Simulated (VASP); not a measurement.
# Pd (Fm-3m) in VASP: single point with PBEsol

Aim: the single point of Pd with PBEsol.

Everything below comes from runs of VASP 6.6.1. Logs are shortened: lines on timing, memory, paths and dates and some standing lists are left out, and cuts for length are marked.

## (1) The cell of the first run

It takes space group Fm-3m (No. 225, cubic). Conventional cell: a = 3.874 Å, b = 3.874 Å, c = 3.874 Å, α = 90.00°, β = 90.00°, γ = 90.00°. Pd (site symmetry m-3m) has 12 Pd at 2.74 Å within 3.6 Å.

## (2) Single point, PBEsol

INCAR

```
SYSTEM = Pd
PREC = Accurate
ENCUT = 520
EDIFF = 1E-6
ISMEAR = 0
SIGMA = 0.05
LREAL = .FALSE.
LASPH = .TRUE.
NELM = 100
ALGO = Normal
ISIF = 2
LWAVE = .FALSE.
LCHARG = .TRUE.
GGA = PS
LELF = .TRUE.
LVHAR = .TRUE.
NBANDS = 11
```

KPOINTS

```
Automatic mesh
0
G
  18 18 18
  0 0 0
```

POSCAR

```
Pd
1.0
    0.0000000000      1.9371466292      1.9371466292
    1.9371466292      0.0000000000      1.9371466292
    1.9371466292      1.9371466292      0.0000000000
Pd
1
Direct
    0.0000000000      0.0000000000      0.0000000000
```

Potentials or basis: VASP PAW PBE potentials, release 64 (Pd).

Run with:

```bash
$ cat potpaw_PBE.64/Pd/POTCAR > POTCAR
$ mpirun -np 1 vasp_std > vasp.out
```

OUTCAR:

```text
SYSTEM = Pd
   PREC = Accurate
   ENCUT = 520
   EDIFF = 1E-6
   ISMEAR = 0
   LREAL = .FALSE.
   LASPH = .TRUE.
   NELM = 100
   ISIF = 2
   GGA = PS

 ion  position               nearest neighbor table
   1  0.000  0.000  0.000-

  LATTYP: Found a face centered cubic cell.
 ALAT       =     3.8742932584

  Lattice vectors:

 A1 = (   0.0000000000,   1.9371466292,   1.9371466292)
 A2 = (   1.9371466292,   0.0000000000,   1.9371466292)
 A3 = (   1.9371466292,   1.9371466292,   0.0000000000)

Analysis of symmetry for initial positions (statically):
=====================================================================
 Subroutine PRICEL returns:
 Original cell was already a primitive cell.

 Routine SETGRP: Setting up the symmetry group for a
 face centered cubic supercell.

 Subroutine GETGRP returns: Found 48 space group operations
 (whereof 48 operations were pure point group operations)
 out of a pool of 48 trial point group operations.

The static configuration has the point symmetry O_h .

Analysis of symmetry for dynamics (positions and initial velocities):
=====================================================================
 Subroutine PRICEL returns:
 Original cell was already a primitive cell.

 Routine SETGRP: Setting up the symmetry group for a
 face centered cubic supercell.

 Subroutine GETGRP returns: Found 48 space group operations
 (whereof 48 operations were pure point group operations)
 out of a pool of 48 trial point group operations.

The dynamic configuration has the point symmetry O_h .

 Subroutine INISYM returns: Found 48 space group operations
 (whereof 48 operations are pure point group operations),
 and found     1 'primitive' translations

----------------------------------------------------------------------------------------

                                     Primitive cell

  volume of cell :      14.5384

  direct lattice vectors                    reciprocal lattice vectors
     0.000000000  1.937146629  1.937146629    -0.258111592  0.258111592  0.258111592
     1.937146629  0.000000000  1.937146629     0.258111592 -0.258111592  0.258111592
     1.937146629  1.937146629  0.000000000     0.258111592  0.258111592 -0.258111592

  length of vectors
     2.739539035  2.739539035  2.739539035     0.447062391  0.447062391  0.447062391

  position of ions in fractional coordinates (direct lattice)
     0.000000000  0.000000000  0.000000000

  ion indices of the primitive-cell ions
   primitive index   ion index
                 1           1

----------------------------------------------------------------------------------------

 KPOINTS: Automatic mesh

Automatic generation of k-mesh.
 Grid dimensions read from file:
 generate k-points for:   18   18   18

 Generating k-lattice:

  Cartesian coordinates                     Fractional coordinates (reciprocal lattice)
    -0.014339533  0.014339533  0.014339533     0.055555556  0.000000000  0.000000000
     0.014339533 -0.014339533  0.014339533     0.000000000  0.055555556  0.000000000
     0.014339533  0.014339533 -0.014339533     0.000000000  0.000000000  0.055555556

  Length of vectors
     0.024836800  0.024836800  0.024836800

  Shift w.r.t. Gamma in fractional coordinates (k-lattice)
     0.000000000  0.000000000  0.000000000

 Subroutine IBZKPT returns following result:
 ===========================================

 Found    195 irreducible k-points:

 Following reciprocal coordinates:
            Coordinates               Weight
  0.000000  0.000000  0.000000      1.000000
  0.055556  0.000000  0.000000      8.000000
  0.111111  0.000000  0.000000      8.000000
  0.166667  0.000000  0.000000      8.000000
  0.222222  0.000000  0.000000      8.000000
  0.277778  0.000000  0.000000      8.000000
[... 16 lines left out ...]
 -0.277778  0.055556  0.000000     24.000000
 -0.222222  0.055556  0.000000     24.000000
 [... further k-points ...]
   k-points           NKPTS =    195   k-points in BZ     NKDIM =    195   number of bands    NBANDS=     11
   number of dos      NEDOS =    301   number of ions     NIONS =      1
   total plane-waves  NPLWV =   8000
   dimension x,y,z NGX =    20 NGY =   20 NGZ =   20
   dimension x,y,z NGXF=    40 NGYF=   40 NGZF=   40
   ions per type =               1
   NGX,Y,Z   is equivalent  to a cutoff of  12.14, 12.14, 12.14 a.u.
   NGXF,Y,Z  is equivalent  to a cutoff of  24.27, 24.27, 24.27 a.u.
 SYSTEM =  Pd
   PREC   = accura    normal or accurate (medium, high low for compatibility)
   ISTART =      0    job   : 0-new  1-cont  2-samecut
   ICHARG =      2    charge: 1-file 2-atom 10-const
   ISPIN  =      1    spin polarized calculation?
   LNONCOLLINEAR =      F non collinear calculations
   LSORBIT =      F    spin-orbit coupling
   LASPH  =      T    aspherical Exc in radial PAW
   ENCUT  =  520.0 eV  38.22 Ry    6.18 a.u.   5.09  5.09  5.09*2*pi/ulx,y,z
   NELM   =    100;   NELMIN=  2; NELMDL= -5     # of ELM steps
   EDIFF  = 0.1E-05   stopping-criterion for ELM
   LREAL  =      F    real-space projection
   EDIFFG = 0.1E-04   stopping-criterion for IOM
   NSW    =      0    number of steps for IOM
   IBRION =     -1    ionic relax: 0-MD 1-quasi-New 2-CG
   NFREE  =      0    steps in history (QN), initial steepest desc. (CG)
   ISIF   =      2    stress and relaxation
   ISYM   =      2    0-nonsym 1-usesym 2-fastsym
   POTIM  = 0.5000    time-step for ionic-motion
   TEBEG  =    0.0;   TEEND  =   0.0 temperature during run
   PSTRESS=    0.0 pullay stress
   NELECT =      10.0000    total number of electrons
   NUPDOWN=      -1.0000    fix difference up-down
   EMIN   =  10.00;   EMAX   =-10.00  energy-range for DOS
   EFERMI =   0.00;   METHOD = LEGACY
   ISMEAR =     0;   SIGMA  =   0.05  broadening in eV -4-tet -1-fermi 0-gaus
   EFERMI_NEDOS =   21; number of points for ismear=-14 and -15
   IALGO  =     38    algorithm
   IMIX   =      4    mixing-type and parameters
     AMIX     =   0.40;   BMIX     =  1.00
     AMIX_MAG =   1.60;   BMIX_MAG =  1.00
  volume/ion in A,a.u.               =      14.54        98.11
  Fermi-wavevector in a.u.,A,eV,Ry     =   1.445115  2.730871 28.413818  2.088357
  Thomas-Fermi vector in A             =   2.563333
   LORBIT       =      0    0 simple, 1 ext, 2 COOP (PROOUT), +10 PAW based schemes
   GGA     = PS    functional components
   LHFCALC =     F    Hartree Fock is set to
   AEXX    =    0.0000 exact exchange contribution
   IVDW    =     0    specifies the selected vdW correction
   LEPSILON=     F    determine dielectric tensor
   LRPA    =     F    only Hartree local field effects (RPA)
 non-spin polarized calculation
 Gauss-broadening in eV      SIGMA  =   0.05
  energy-cutoff  :      520.00
  volume of cell :       14.54
 maximum number of plane-waves:       403
   NGX = 11   NGY = 11   NGZ = 11

 number of electron      10.0000002 magnetization

 Free energy of the ion-electron system (eV)
  ---------------------------------------------------
  ext. energy  EPLUGINS =         0.00000000
  ---------------------------------------------------
  free energy    TOTEN  =        -5.96497530 eV

  energy without entropy =       -5.96166029  energy(sigma->0) =       -5.96331779

 E-fermi :   9.8644     XC(G=0): -13.4703

 val. band max:        9.8546057717   @ k =   0.5000   0.0556   0.0000
 cond. band min:       9.8666999353   @ k =   0.5000   0.4444   0.0000
 fundamental gap:      0.0120941637
 Fermi energy:         9.8643939807

 k-point     1 :       0.0000    0.0000    0.0000
  band No.  band energies     occupation
      1       2.5134      2.00000
      2       6.9446      2.00000
      3       6.9446      2.00000
      4       6.9446      2.00000
      5       8.6172      2.00000
      6       8.6172      2.00000
      7      26.9990      0.00000
      8      31.8529      0.00000
      9      31.8529      0.00000
     10      31.8529      0.00000
     11      35.9110      0.00000

 k-point     2 :       0.0556    0.0000    0.0000
  band No.  band energies     occupation
      1       2.6274      2.00000
      2       6.9027      2.00000
      3       6.9849      2.00000
      4       6.9849      2.00000
      5       8.5973      2.00000
      6       8.5973      2.00000
      7      27.1252      0.00000
      8      31.0909      0.00000
      9      31.9873      0.00000
     10      31.9873      0.00000
     11      35.9563      0.00000

 k-point     3 :       0.1111    0.0000    0.0000
  band No.  band energies     occupation
      1       2.9567      2.00000
      2       6.7979      2.00000
      3       7.0903      2.00000
      4       7.0903      2.00000
      5       8.5555      2.00000
      6       8.5555      2.00000
      7      27.4143      0.00000
      8      29.5469      0.00000
      9      32.3696      0.00000
     10      32.3696      0.00000
     11      35.9858      0.00000

 k-point     4 :       0.1667    0.0000    0.0000
  band No.  band energies     occupation
      1       3.4541      2.00000
      2       6.6983      2.00000
      3       7.2088      2.00000
      4       7.2088      2.00000
      5       8.5481      2.00000
      6       8.5481      2.00000
      7      27.1577      0.00000
      8      28.3383      0.00000
      9      32.9284      0.00000
     10      32.9284      0.00000
     11      36.0625      0.00000

 k-point     5 :       0.2222    0.0000    0.0000
  band No.  band energies     occupation
      1       4.0011      2.00000
      2       6.7439      2.00000
      3       7.2609      2.00000
      4       7.2609      2.00000
      5       8.6562      2.00000
      6       8.6562      2.00000
      7      25.4400      0.00000
      8      28.2115      0.00000
      9      33.4851      0.00000
     10      33.4851      0.00000
     11      35.6351      0.00000
[... 211 lines left out ...]
 k-point    21 :      -0.3889    0.0556    0.0000
  band No.  band energies     occupation
      1       4.5455      2.00000
      2       6.9284      2.00000
      3       7.0248      2.00000
      4       8.8453      2.00000
      5       9.4943      2.00000
      6      10.5228      0.00000
      7      18.9069      0.00000
      8      26.7325      0.00000
      9      30.5722      0.00000
     10      31.9444      0.00000
     11      35.9646      0.00000

 k-point    22 :      -0.3333    0.0556    0.0000
  band No.  band energies     occupation
      1       4.5942      2.00000
      2       7.0353      2.00000
      3       7.1210      2.00000
      4       8.0652      2.00000
      5       9.1490      2.00000
      6       9.8810      0.63771
      7      20.7673      0.00000
      8      27.1639      0.00000
      9      31.0646      0.00000
     10      33.1500      0.00000
     11      35.8995      0.00000

 k-point    23 :      -0.2778    0.0556    0.0000
  band No.  band energies     occupation
      1       4.5465      2.00000
      2       7.0887      2.00000
      3       7.2357      2.00000
      4       7.3021      2.00000
      5       8.7828      2.00000
      6       9.4012      2.00000
      7      22.8061      0.00000
      8      27.6844      0.00000
      9      31.7138      0.00000
     10      34.6422      0.00000
     11      35.0601      0.00000

 k-point    24 :      -0.2222    0.0556    0.0000
  band No.  band energies     occupation
      1       4.2530      2.00000
      2       6.7022      2.00000
      3       7.2789      2.00000
      4       7.3158      2.00000
      5       8.4878      2.00000
      6       9.0283      2.00000
      7      24.8488      0.00000
      8      28.1001      0.00000
      9      32.1689      0.00000
     10      34.5071      0.00000
     11      34.9390      0.00000

 [... further k-points ...]

------------------------ aborting loop because EDIFF is reached ----------------------------------------

  FORCE on cell =-STRESS in cart. coord.  units (eV):
  Direction    XX          YY          ZZ          XY          YZ          ZX
  --------------------------------------------------------------------------------------
  -------------------------------------------------------------------------------------
  Total       -0.0271794     -0.0271794     -0.0271794      0.0000000      0.0000000      0.0000000
  in kB       -2.9952489     -2.9952489     -2.9952489      0.0000000      0.0000000      0.0000000
  external PRESSURE =      -2.9952489 kB  Pullay stress =       0.0000000 kB

 VOLUME and BASIS-vectors are now :
 -----------------------------------------------------------------------------
  energy-cutoff  :      520.00
  volume of cell :       14.54
      direct lattice vectors                 reciprocal lattice vectors
     0.000000000  1.937146629  1.937146629    -0.258111592  0.258111592  0.258111592
     1.937146629  0.000000000  1.937146629     0.258111592 -0.258111592  0.258111592
     1.937146629  1.937146629  0.000000000     0.258111592  0.258111592 -0.258111592

 POSITION                                       TOTAL-FORCE (eV/Angst)
 -----------------------------------------------------------------------------------
      0.00000      0.00000      0.00000         0.000000      0.000000      0.000000
 -----------------------------------------------------------------------------------
    total drift:                                0.000000      0.000000      0.000000

  FREE ENERGIE OF THE ION-ELECTRON SYSTEM (eV)
  ---------------------------------------------------
  free  energy   TOTEN  =        -5.9649752974 eV

  energy  without entropy=       -5.9616602855  energy(sigma->0) =       -5.96331779
```

Run time: 19 s. Hardware: 1 thread of Intel Xeon Platinum 8559C (Emerald Rapids), shared host; peak memory 0.14 GiB.

What came out:

| Property | Result |
| --- | --- |
| Free energy | -5.9650 eV |
| Pressure | -0.3 GPa |
| Band gap on the k mesh | zero (band 5 reaches 10.17 eV, above the bottom of band 6 at 8.55 eV) |

Levels at points of the mesh, in eV from the Fermi level:
```
           k point  band 1  band 2  band 3  band 4  band 5  band 6  band 7  band 8  band 9  band 10
(0.00, 0.00, 0.00)   -7.35   -2.92   -2.92   -2.92   -1.25   -1.25   17.13   21.99   21.99    21.99
(0.50, 0.00, 0.00)   -5.45   -2.96   -2.96   -0.01   -0.01    0.89    7.38   16.50   21.15    21.15
(0.50, 0.50, 0.00)   -5.55   -5.25   -0.04    0.31    0.31    3.25   10.87   13.19   13.19    21.70
```

Caveat: the PAW data sets were made with another functional, which shifts forces and pressure a little.
